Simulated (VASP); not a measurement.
A run of VASP 6.6.1:

The input INCAR:

```
PREC = Accurate
ENCUT = 520
EDIFF = 1E-6
ISMEAR = 0
SIGMA = 0.15
LREAL = F
LASPH = T
NELM = 80
ALGO = Normal
ISIF = 2
LWAVE = F
LCHARG = T
GGA = PS
LELF = T
LVHAR = T
NBANDS = 16
```

KPOINTS

```
regular mesh
0
Gamma
  12 12 12
```

File POSCAR:

```
LiPb
1.0
    2.4935002839      1.4396230601      1.8564030000
   -2.4935002839      1.4396230601      1.8564030000
    0.0000000000     -2.8792461203      1.8564030000
Li Pb
1 1
Direct
    0.5000000000      0.5000000000      0.5000000000
    0.0000000000      0.0000000000      0.0000000000
```

Potentials or basis: VASP PAW PBE potentials, release 64 (Li_sv, Pb_d).

Run with:

```bash
$ cat potpaw_PBE.64/Li_sv/POTCAR potpaw_PBE.64/Pb_d/POTCAR > POTCAR
$ mpirun -np 1 vasp_std > vasp.out
```

Hardware: 1 thread of AMD EPYC 9R45 96-Core Processor (Zen 5), on a shared host.

Question: Estimate the wall time of this run.

Answer: It took 53 s on 1 thread of AMD EPYC 9R45 96-Core Processor (Zen 5), with other jobs on the host, peak memory 0.21 GiB. Counts: scf iterations 11, k points 189.
